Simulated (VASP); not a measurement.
**Ga16N17 (a cell with a defect): single point with PBE**

The system is Ga16N17 (a cell with a defect).

```xyz
33
Lattice="4.5485 4.5485 4.5485 -4.5485 4.5485 -4.5485 -4.5485 -4.5485 4.5485" Properties=species:S:1:pos:R:3 pbc="T T T"
Ga   -4.5181    2.2876    2.2876
Ga   -0.0134    4.5788   -0.0134
Ga   -2.2609    2.2439    4.5351
Ga   -0.0110    2.2853    2.2853
Ga    2.2876    4.5788    2.2876
Ga   -4.5618   -2.2609    2.2439
Ga   -0.0134   -0.0134    4.5788
Ga    2.2876    2.2876    4.5788
Ga   -0.0110   -0.0110   -0.0110
Ga   -2.2632   -2.2632    4.5374
Ga   -2.2609    4.5351    2.2439
Ga   -4.5618    2.2439   -2.2609
Ga   -2.2632    4.5374   -2.2632
Ga   -4.5181   -0.0134   -0.0134
Ga   -2.3046    2.2876   -0.0134
Ga   -2.3046   -0.0134    2.2876
N     3.4066    3.4066    3.4066
N    -1.1371    5.6856    1.1371
N    -3.4114    3.2888   -3.4114
N    -1.1419    3.4161    3.4161
N    -3.4114    1.1371   -1.1371
N    -1.1324    3.4066   -1.1324
N    -1.1371    1.1371    5.6856
N    -3.4114   -1.1371    1.1371
N    -1.2597    1.1371    1.1371
N     1.1371    3.5339    1.1371
N    -3.4114   -3.4114    3.2888
N    -1.1324   -1.1324    3.4066
N     1.1371    1.1371    3.5339
N    -5.5630    1.1371    1.1371
N    -3.4114    3.4114    1.1371
N    -3.4114    1.1371    3.4114
N     1.1371    1.1371    1.1371
```

```json
{
 "Program": "VASP 6.6.1",
 "Task": "single point",
 "Functional": "PBE",
 "Potentials or basis": "VASP PAW PBE potentials, release 64 (Ga_d, N)",
 "Cutoff": "520 eV",
 "k mesh": "2 × 2 × 2, shifted",
 "Occupations": "gaussian, width 0.01 eV",
 "Spin": "no spin polarisation"
}
```

| Property | Result |
| --- | --- |
| Largest force | 1.291 eV/Å |

Forces on the atoms (eV/Å):
```
Ga   0.043 -0.275 -0.275
Ga   0.275  0.043  0.275
Ga  -0.275 -0.043  0.275
Ga   0.745 -0.745 -0.745
Ga  -0.275  0.043 -0.275
Ga   0.275 -0.275 -0.043
Ga   0.275  0.275  0.043
Ga  -0.275 -0.275  0.043
Ga   0.745  0.745  0.745
Ga  -0.745 -0.745  0.745
Ga  -0.275  0.275 -0.043
Ga   0.275 -0.043 -0.275
Ga  -0.745  0.745 -0.745
Ga   0.043  0.275  0.275
Ga  -0.043 -0.275  0.275
Ga  -0.043  0.275 -0.275
N   -0.008 -0.008 -0.008
N    0.000  0.000  0.000
N    0.000 -0.904  0.000
N   -0.008  0.008  0.008
N    0.000  0.000  0.000
N    0.008 -0.008  0.008
N    0.000  0.000  0.000
N    0.000  0.000  0.000
N   -0.904  0.000  0.000
N    0.000  0.904  0.000
N    0.000  0.000 -0.904
N    0.008  0.008 -0.008
N    0.000  0.000  0.904
N    0.904  0.000  0.000
N    0.000  0.000  0.000
N    0.000  0.000  0.000
N    0.000  0.000  0.000
```

Levels at points of the mesh, in eV from the Fermi level:
| k point | band 145 | band 146 | band 147 | band 148 | band 149 | band 150 |
| --- | --- | --- | --- | --- | --- | --- |
| (0.25, 0.25, 0.25) | -1.88 | -0.12 | -0.12 | -0.12 | 2.61 | 2.61 |

Run time: 4.8 min on 1 thread of Intel(R) Xeon(R) 6975P-C (Granite Rapids) (shared host), peak memory 0.5 GiB.

Caveat: the k points lie up to 0.49 Å⁻¹ apart; the cell carries a net charge on a neutralising background, which shifts energy and pressure; the cell is charged against a uniform background, so pressure and absolute levels hang on convention.
